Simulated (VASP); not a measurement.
The system is Ga3As2P.

```
Ga P As
1.0
     3.87491    0.00000    0.00000
    -1.93745    3.35577    0.00000
     0.00000    0.00000    9.49155
Ga P As
3 1 2
Cartesian
  0.0000 0.0000 0.0000
  0.0000 2.2372 6.3277
  1.9375 1.1186 3.1638
  0.0000 2.2372 8.7006
  1.9375 1.1186 5.5367
  0.0000 0.0000 2.3729
```

| Quantity | Value |
| --- | --- |
| Program | VASP 6.6.1 |
| Task | relaxation of cell and atoms |
| Functional | PBE |
| Potentials or basis | VASP PAW PBE potentials, release 64 (Ga_d, P, As) |
| Cutoff | 600 eV |
| k mesh | 6 × 6 × 2 |
| Occupations | gaussian, width 0.1 eV |
| Spin | no spin polarisation |

At the start: pressure 8.5 GPa; volume 20.57 Å³/atom.

**Question.** Where does the relaxation end?

**Answer.** Over 7 steps the energy falls by 60.5 meV/atom and the volume is 22.79 Å³/atom (+10.8 %); space group P3m1 (No. 156, to 0.05 Å).

Step by step:
| step | energy change (eV) | largest force (eV/Å) | pressure (GPa) | volume (Å³) |
| --- | --- | --- | --- | --- |
| 1 | 0.0000 | 0.7621 | 8.50 | 123.42 |
| 2 | -0.2779 | 0.1799 | -2.99 | 143.97 |
| 3 | -0.3455 | 0.3267 | -0.16 | 136.99 |
| 4 | -0.3551 | 0.1882 | -0.04 | 136.75 |
| 5 | -0.3612 | 0.1372 | 0.08 | 136.43 |
| 6 | -0.3614 | 0.1356 | 0.13 | 136.35 |
| 7 | -0.3629 | 0.0373 | -0.12 | 136.75 |

Final structure:
```
CELL_PARAMETERS angstrom
4.01108 0.00000 0.00000
-2.00554 3.47369 0.00000
0.00000 0.00000 9.81430
ATOMIC_POSITIONS crystal
Ga 0.00000 0.00000 0.99313
Ga 0.33333 0.66667 0.67338
Ga 0.66667 0.33333 0.33334
P 0.33333 0.66667 0.91675
As 0.66667 0.33333 0.58637
As 0.00000 0.00000 0.24703
```
